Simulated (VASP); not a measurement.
# LaAl5Cl (P4/mmm) in VASP: relaxation of cell and atoms with PBE

Aim: the relaxation of cell and atoms of LaAl5Cl with PBE.

Program: VASP 6.6.1. These are calculated values, not measurements. Logs are shortened: lines on timing, memory, paths and dates and some standing lists are left out, and cuts for length are marked.

### 1 The cell of the first run

Symmetry: P4/mmm, No. 123, tetragonal system. Conventional cell: a = 4.358 Å, b = 4.358 Å, c = 7.066 Å, α = 90.00°, β = 90.00°, γ = 90.00°. Within 4.0 Å of La (site symmetry 4/mmm) lie 12 Al at 3.07 to 3.08 Å and 2 Cl at 3.53 Å. Al (site symmetry 2mm) has 2 Cl at 2.57 Å and 7 Al at 2.74 to 3.08 Å and 2 La at 3.07 Å within 3.4 Å. Al (site symmetry 4/mmm) has 8 Al at 3.07 Å and 4 La at 3.08 Å within 4.0 Å. Cl (site symmetry 4/mmm) has 8 Al at 2.57 Å and 2 La at 3.53 Å within 3.6 Å.

The cell was built from a structure type or drawn by symmetry, and may not be a known phase.

### 2 Relaxation of cell and atoms, PBE

Input file INCAR:

```
SYSTEM = LaAl5Cl
ALGO = Normal ; EDIFF = 1E-7
EDIFFG = -0.04 ; ENCUT = 600
GGA = PE ; IBRION = 2
ISIF = 3 ; ISMEAR = 0
LASPH = .TRUE. ; LCHARG = .FALSE.
LREAL = .FALSE. ; LWAVE = .FALSE.
NELM = 60 ; NSW = 90
PREC = Accurate ; SIGMA = 0.1
```

Input file KPOINTS:

```
k-points
0
G
  4 4 4
  0 0 0
```

Input file POSCAR:

```
LaAl5Cl
1.0
    4.3581315600      0.0000000000      0.0000000000
    0.0000000000      4.3581315600      0.0000000000
    0.0000000000      0.0000000000      7.0658193800
La Al Cl
1 5 1
Direct
    0.0000000000      0.0000000000      0.0000000000
    0.0000000000      0.5000000000      0.3064234000
    0.0000000000      0.5000000000      0.6935766000
    0.5000000000      0.0000000000      0.3064234000
    0.5000000000      0.0000000000      0.6935766000
    0.5000000000      0.5000000000      0.0000000000
    0.0000000000      0.0000000000      0.5000000000
```

Potentials or basis: VASP PAW PBE potentials, release 64 (La, Al, Cl).

The run is started by

```bash
$ cat potpaw_PBE.64/La/POTCAR potpaw_PBE.64/Al/POTCAR potpaw_PBE.64/Cl/POTCAR > POTCAR
$ mpirun -np 1 vasp_std > vasp.out
```

OUTCAR:

```text
SYSTEM = LaAl5Cl
   EDIFF = 1E-7
   EDIFFG = -0.04
   ENCUT = 600
   GGA = PE
   IBRION = 2
   ISIF = 3
   ISMEAR = 0
   LASPH = .TRUE.
   LREAL = .FALSE.
   NELM = 60
   NSW = 90
   PREC = Accurate

 ion  position               nearest neighbor table
   1  0.000  0.000  0.000-   2 3.07   3 3.07   4 3.07   5 3.07   2 3.07   3 3.07   4 3.07   5 3.07
                             6 3.08   6 3.08   6 3.08   6 3.08
   2  0.000  0.500  0.306-   7 2.57   7 2.57   3 2.74   1 3.07   1 3.07   6 3.07   6 3.07   4 3.08
                             4 3.08   4 3.08   4 3.08
   3  0.000  0.500  0.694-   7 2.57   7 2.57   2 2.74   1 3.07   1 3.07   6 3.07   6 3.07   5 3.08
                             5 3.08   5 3.08   5 3.08
   4  0.500  0.000  0.306-   7 2.57   7 2.57   5 2.74   1 3.07   6 3.07   1 3.07   6 3.07   2 3.08
                             2 3.08   2 3.08   2 3.08
   5  0.500  0.000  0.694-   7 2.57   7 2.57   4 2.74   1 3.07   6 3.07   1 3.07   6 3.07   3 3.08
                             3 3.08   3 3.08   3 3.08
   6  0.500  0.500  0.000-   2 3.07   3 3.07   4 3.07   5 3.07   4 3.07   5 3.07   2 3.07   3 3.07
                             1 3.08   1 3.08   1 3.08   1 3.08
   7  0.000  0.000  0.500-   2 2.57   3 2.57   4 2.57   5 2.57   2 2.57   3 2.57   4 2.57   5 2.57

  LATTYP: Found a simple tetragonal cell.
 ALAT       =     4.3581315600
 C/A-ratio  =     1.6212955673

  Lattice vectors:

 A1 = (   4.3581315600,   0.0000000000,   0.0000000000)
 A2 = (   0.0000000000,   4.3581315600,   0.0000000000)
 A3 = (   0.0000000000,   0.0000000000,   7.0658193800)

Analysis of symmetry for initial positions (statically):
=====================================================================
 Subroutine PRICEL returns:
 Original cell was already a primitive cell.

 Routine SETGRP: Setting up the symmetry group for a
 simple tetragonal supercell.

 Subroutine GETGRP returns: Found 16 space group operations
 (whereof 16 operations were pure point group operations)
 out of a pool of 16 trial point group operations.

The static configuration has the point symmetry D_4h.

Analysis of symmetry for dynamics (positions and initial velocities):
=====================================================================
 Subroutine PRICEL returns:
 Original cell was already a primitive cell.

 Routine SETGRP: Setting up the symmetry group for a
 simple tetragonal supercell.

 Subroutine GETGRP returns: Found 16 space group operations
 (whereof 16 operations were pure point group operations)
 out of a pool of 16 trial point group operations.

The dynamic configuration has the point symmetry D_4h.

 Subroutine INISYM returns: Found 16 space group operations
 (whereof 16 operations are pure point group operations),
 and found     1 'primitive' translations

----------------------------------------------------------------------------------------

                                     Primitive cell

  volume of cell :     134.2033

  direct lattice vectors                    reciprocal lattice vectors
     4.358131560  0.000000000  0.000000000     0.229456130  0.000000000  0.000000000
     0.000000000  4.358131560  0.000000000     0.000000000  0.229456130  0.000000000
     0.000000000  0.000000000  7.065819380     0.000000000  0.000000000  0.141526403

  length of vectors
     4.358131560  4.358131560  7.065819380     0.229456130  0.229456130  0.141526403

  position of ions in fractional coordinates (direct lattice)
     0.000000000  0.000000000  0.000000000
     0.000000000  0.500000000  0.306423400
     0.000000000  0.500000000  0.693576600
     0.500000000  0.000000000  0.306423400
     0.500000000  0.000000000  0.693576600
     0.500000000  0.500000000  0.000000000
     0.000000000  0.000000000  0.500000000

  ion indices of the primitive-cell ions
   primitive index   ion index
                 1           1
                 2           2
                 3           3
                 4           4
                 5           5
                 6           6
                 7           7

----------------------------------------------------------------------------------------

 KPOINTS: k-points

Automatic generation of k-mesh.
 Grid dimensions read from file:
 generate k-points for:    4    4    4

 Generating k-lattice:

  Cartesian coordinates                     Fractional coordinates (reciprocal lattice)
     0.057364032  0.000000000  0.000000000     0.250000000  0.000000000  0.000000000
     0.000000000  0.057364032  0.000000000     0.000000000  0.250000000  0.000000000
     0.000000000  0.000000000  0.035381601     0.000000000  0.000000000  0.250000000

  Length of vectors
     0.057364032  0.057364032  0.035381601

  Shift w.r.t. Gamma in fractional coordinates (k-lattice)
     0.000000000  0.000000000  0.000000000

 Subroutine IBZKPT returns following result:
 ===========================================

 Found     18 irreducible k-points:

 Following reciprocal coordinates:
            Coordinates               Weight
  0.000000  0.000000  0.000000      1.000000
  0.250000  0.000000  0.000000      4.000000
  0.500000  0.000000  0.000000      2.000000
  0.250000  0.250000  0.000000      4.000000
  0.500000  0.250000  0.000000      4.000000
  0.500000  0.500000  0.000000      1.000000
[... 10 lines left out ...]
  0.500000  0.250000  0.500000      4.000000
  0.500000  0.500000  0.500000      1.000000
   k-points           NKPTS =     18   k-points in BZ     NKDIM =     18   number of bands    NBANDS=     20
   number of dos      NEDOS =    301   number of ions     NIONS =      7
   total plane-waves  NPLWV =  72576
   dimension x,y,z NGX =    36 NGY =   36 NGZ =   56
   dimension x,y,z NGXF=    72 NGYF=   72 NGZF=  112
   ions per type =               1   5   1
   NGX,Y,Z   is equivalent  to a cutoff of  13.73, 13.73, 13.18 a.u.
   NGXF,Y,Z  is equivalent  to a cutoff of  27.47, 27.47, 26.35 a.u.
 SYSTEM =  LaAl5Cl
   PREC   = accura    normal or accurate (medium, high low for compatibility)
   ISTART =      0    job   : 0-new  1-cont  2-samecut
   ICHARG =      2    charge: 1-file 2-atom 10-const
   ISPIN  =      1    spin polarized calculation?
   LNONCOLLINEAR =      F non collinear calculations
   LSORBIT =      F    spin-orbit coupling
   LASPH  =      T    aspherical Exc in radial PAW
   ENCUT  =  600.0 eV  44.10 Ry    6.64 a.u.   8.70  8.70 14.11*2*pi/ulx,y,z
   NELM   =     60;   NELMIN=  2; NELMDL= -5     # of ELM steps
   EDIFF  = 0.1E-06   stopping-criterion for ELM
   LREAL  =      F    real-space projection
   EDIFFG = -.4E-01   stopping-criterion for IOM
   NSW    =     90    number of steps for IOM
   IBRION =      2    ionic relax: 0-MD 1-quasi-New 2-CG
   NFREE  =      1    steps in history (QN), initial steepest desc. (CG)
   ISIF   =      3    stress and relaxation
   ISYM   =      2    0-nonsym 1-usesym 2-fastsym
   POTIM  = 0.5000    time-step for ionic-motion
   TEBEG  =    0.0;   TEEND  =   0.0 temperature during run
   PSTRESS=    0.0 pullay stress
   NELECT =      33.0000    total number of electrons
   NUPDOWN=      -1.0000    fix difference up-down
   EMIN   =  10.00;   EMAX   =-10.00  energy-range for DOS
   EFERMI =   0.00;   METHOD = LEGACY
   ISMEAR =     0;   SIGMA  =   0.10  broadening in eV -4-tet -1-fermi 0-gaus
   EFERMI_NEDOS =   21; number of points for ismear=-14 and -15
   IALGO  =     38    algorithm
   IMIX   =      4    mixing-type and parameters
     AMIX     =   0.40;   BMIX     =  1.00
     AMIX_MAG =   1.60;   BMIX_MAG =  1.00
  volume/ion in A,a.u.               =      19.17       129.38
  Fermi-wavevector in a.u.,A,eV,Ry     =   1.025632  1.938164 14.312266  1.051922
  Thomas-Fermi vector in A             =   2.159483
   LORBIT       =      0    0 simple, 1 ext, 2 COOP (PROOUT), +10 PAW based schemes
   GGA     = PE    functional components
   LHFCALC =     F    Hartree Fock is set to
   AEXX    =    0.0000 exact exchange contribution
   IVDW    =     0    specifies the selected vdW correction
   LEPSILON=     F    determine dielectric tensor
   LRPA    =     F    only Hartree local field effects (RPA)
 conjugate gradient relaxation of ions
 non-spin polarized calculation
 Gauss-broadening in eV      SIGMA  =   0.10
  energy-cutoff  :      600.00
  volume of cell :      134.20
 maximum number of plane-waves:      4517
 NGX is ok and might be reduce to    36
   NGX = 17   NGY = 17   NGZ = 29

--------------------------------------- Ionic step        1  -------------------------------------------

 number of electron      33.0000000 magnetization

 Free energy of the ion-electron system (eV)
  ---------------------------------------------------
  ext. energy  EPLUGINS =         0.00000000
  ---------------------------------------------------
  free energy    TOTEN  =       -23.26052226 eV

  energy without entropy =      -23.23833779  energy(sigma->0) =      -23.24943003

 E-fermi :   7.8982     XC(G=0): -10.1338

 val. band max:        7.8786659140   @ k =   0.0000   0.0000   0.2500
 cond. band min:       7.9554760708   @ k =   0.5000   0.2500   0.2500
 fundamental gap:      0.0768101568
 Fermi energy:         7.8981675939

 k-point     1 :       0.0000    0.0000    0.0000
  band No.  band energies     occupation
      1     -23.9099      2.00000
      2     -10.7804      2.00000
      3      -8.1313      2.00000
      4      -7.7932      2.00000
      5      -7.7932      2.00000
      6      -0.3873      2.00000
[... 12 lines left out ...]
     19       7.9870      0.20920
[... 506 lines left out ...]
  FREE ENERGIE OF THE ION-ELECTRON SYSTEM (eV)
  ---------------------------------------------------
  free  energy   TOTEN  =       -24.0724195603 eV

  energy  without entropy=      -24.0486554183  energy(sigma->0) =      -24.06053749

[... ionic steps 4 to 7 ...]

--------------------------------------- Ionic step        8  -------------------------------------------

 number of electron      33.0000001 magnetization

------------------------ aborting loop because EDIFF is reached ----------------------------------------

  FORCE on cell =-STRESS in cart. coord.  units (eV):
  Direction    XX          YY          ZZ          XY          YZ          ZX
  --------------------------------------------------------------------------------------
  -------------------------------------------------------------------------------------
  Total        0.7200025      0.7200025      0.8368366      0.0000000      0.0000000      0.0000000
  in kB        7.2923461      7.2923461      8.4756677      0.0000000      0.0000000      0.0000000
  external PRESSURE =       7.6867866 kB  Pullay stress =       0.0000000 kB
[... 67 lines left out ...]
  energy  without entropy=      -24.3863678457  energy(sigma->0) =      -24.39695024

--------------------------------------- Ionic step       10  -------------------------------------------

 number of electron      32.9999998 magnetization

 Free energy of the ion-electron system (eV)
  ---------------------------------------------------
  ext. energy  EPLUGINS =         0.00000000
  ---------------------------------------------------
  free energy    TOTEN  =       -24.41046679 eV

  energy without entropy =      -24.39022066  energy(sigma->0) =      -24.40034372

 E-fermi :   6.3030     XC(G=0):  -9.3900

 val. band max:        6.2753504379   @ k =   0.2500   0.2500   0.0000
 cond. band min:       6.3053874711   @ k =   0.2500   0.2500   0.5000
 fundamental gap:      0.0300370332
 Fermi energy:         6.3029548999

 k-point     1 :       0.0000    0.0000    0.0000
  band No.  band energies     occupation
      1     -26.4081      2.00000
      2     -11.2316      2.00000
      3     -10.4381      2.00000
      4     -10.2376      2.00000
      5     -10.2376      2.00000
      6      -1.3002      2.00000
[... 12 lines left out ...]
     19       6.6069      0.00002
[... 424 lines left out ...]
  FREE ENERGIE OF THE ION-ELECTRON SYSTEM (eV)
  ---------------------------------------------------
  free  energy   TOTEN  =       -24.4104667871 eV

  energy  without entropy=      -24.3902206595  energy(sigma->0) =      -24.40034372

 reached required accuracy - stopping structural energy minimisation
```

Wall time 18 min (1 thread of Intel Xeon 8259CL, shared host); peak memory 0.31 GiB.

What came out:

- Free energy: -24.4105 eV
- Relaxed volume: 23.01 Å³/atom
- Relaxed cell: a = 5.024 Å, b = 5.024 Å, c = 6.381 Å, α = 90.00°, β = 90.00°, γ = 90.00°
- Space group after relaxing (to 0.1 Å): P4/mmm (No. 123)
- Energy gained by relaxing: 164.3 meV/atom
- Ionic steps: 10
- Pressure after relaxing: 0.0 GPa
- Largest force after relaxing: 0.037 eV/Å
- Band gap on the k mesh: zero (an odd number of electrons rules out a gap without spin polarisation)

Forces on the atoms (eV/Å):
```
La   0.000  0.000  0.000
Al   0.000  0.000 -0.037
Al   0.000  0.000  0.037
Al   0.000  0.000 -0.037
Al   0.000  0.000  0.037
Al   0.000  0.000  0.000
Cl   0.000  0.000  0.000
```

The path:
```tsv
step	energy change (eV)	largest force (eV/Å)	pressure (GPa)	volume (Å³)
1	0.0000	0.2791	10.35	134.20
2	-0.8102	0.1809	-0.30	159.66
3	-0.8119	0.1752	-0.74	161.38
4	-0.9259	0.1601	-0.65	161.09
5	-1.0293	0.1448	-0.32	160.48
6	-1.1410	0.1102	0.66	158.41
7	-1.1361	0.1566	0.98	157.79
8	-1.1414	0.1204	0.77	158.19
9	-1.1470	0.0072	-0.50	162.81
10	-1.1499	0.0367	-0.04	161.06
```

Final structure:
```
La Al Cl
1.0
     5.02380    0.00000    0.00000
     0.00000    5.02380    0.00000
     0.00000    0.00000    6.38145
La Al Cl
1 5 1
Direct
  0.00000 0.00000 0.00000
  0.00000 0.50000 0.29577
  0.00000 0.50000 0.70423
  0.50000 0.00000 0.29577
  0.50000 0.00000 0.70423
  0.50000 0.50000 0.00000
  0.00000 0.00000 0.50000
```

Levels at points of the mesh, in eV from the Fermi level:
| k point | band 14 | band 15 | band 16 | band 17 | band 18 | band 19 | band 20 |
| --- | --- | --- | --- | --- | --- | --- | --- |
| (0.00, 0.00, 0.00) | -1.46 | -1.46 | -1.02 | -1.02 | -0.97 | 0.30 | 0.89 |
| (0.50, 0.00, 0.00) | -2.01 | -1.41 | -1.00 | -0.27 | -0.18 | 1.15 | 1.19 |
| (0.50, 0.50, 0.00) | -1.91 | -1.31 | -0.67 | -0.31 | -0.31 | 1.09 | 1.66 |
| (0.00, 0.00, 0.50) | -1.17 | -0.49 | -0.46 | -0.46 | 0.47 | 1.03 | 1.26 |
| (0.50, 0.00, 0.50) | -1.25 | -0.17 | -0.12 | 0.21 | 0.34 | 0.49 | 0.81 |
| (0.50, 0.50, 0.50) | -2.56 | 0.13 | 0.13 | 0.22 | 0.33 | 1.10 | 1.10 |

Caveat: the k points lie up to 0.31 Å⁻¹ apart in the final cell, too coarse for converged energies and pressures of a metal; the volume moved by over 15 % at a fixed basis, so the end points are rough; spin-orbit coupling is left out, which moves the levels of the heavy elements; an odd number of electrons without spin polarisation forces a metal; a magnetic or distorted state may lie lower.
